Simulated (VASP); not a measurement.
Set up this calculation in VASP 6.6.1, as the native input.

- Task: single point
- Functional: PBE
- Potentials or basis: VASP PAW PBE potentials, release 64 (Ni)
- Cutoff: 520 eV
- k mesh: 13 × 13 × 13
- Occupations: fermi-dirac, width 0.1 eV
- Spin: collinear spin, ferromagnetic start
- Starting moments: [1.9] μB
- Fixed moment: 1.9 μB
- Dipole correction: no
- Further INCAR settings: ALGO = Normal; EDIFF = 1e-06; NBANDS = 15

The structure of Ni lies in POSCAR:

```
Ni
1.0
    0.0000000000      1.7701000000      1.7701000000
    1.7701000000      0.0000000000      1.7701000000
    1.7701000000      1.7701000000      0.0000000000
Ni
1
Direct
    0.0000000000      0.0000000000      0.0000000000
```

The input as run:

INCAR

```
SYSTEM = Ni
ALGO = Normal ; EDIFF = 1E-6
ENCUT = 520 ; GGA = PE
ISIF = 2 ; ISMEAR = -1
ISPIN = 2 ; LASPH = .True.
LCHARG = .False. ; LMAXMIX = 4
LORBIT = 11 ; LREAL = .False.
LWAVE = .False. ; MAGMOM = 1.9
NBANDS = 15 ; NELM = 150
NUPDOWN = 1.9 ; PREC = Accurate
SIGMA = 0.1
```

KPOINTS

```
k-points
0
Gamma
  13 13 13
  0 0 0
```

Potentials or basis: VASP PAW PBE potentials, release 64 (Ni).

Command:

```sh
$ cat potpaw_PBE.64/Ni/POTCAR > POTCAR
$ mpirun -np 1 vasp_std > vasp.out
```

Results of the run:

| Property | Result |
| --- | --- |
| Pressure | 18.5 GPa |
| Net moment | 1.90 μB per cell |
| Site moments | Ni +1.78 μB |
| Valence electrons inside the program's atomic spheres | Ni 9.21 |

Caveat: the total moment is fixed, so each spin has its own Fermi level.

Wall time 26 s on 1 thread of Intel(R) Xeon(R) Platinum 8259CL CPU @ 2.50GHz (Skylake/Cascade Lake), on a shared host, peak memory 0.14 GiB.
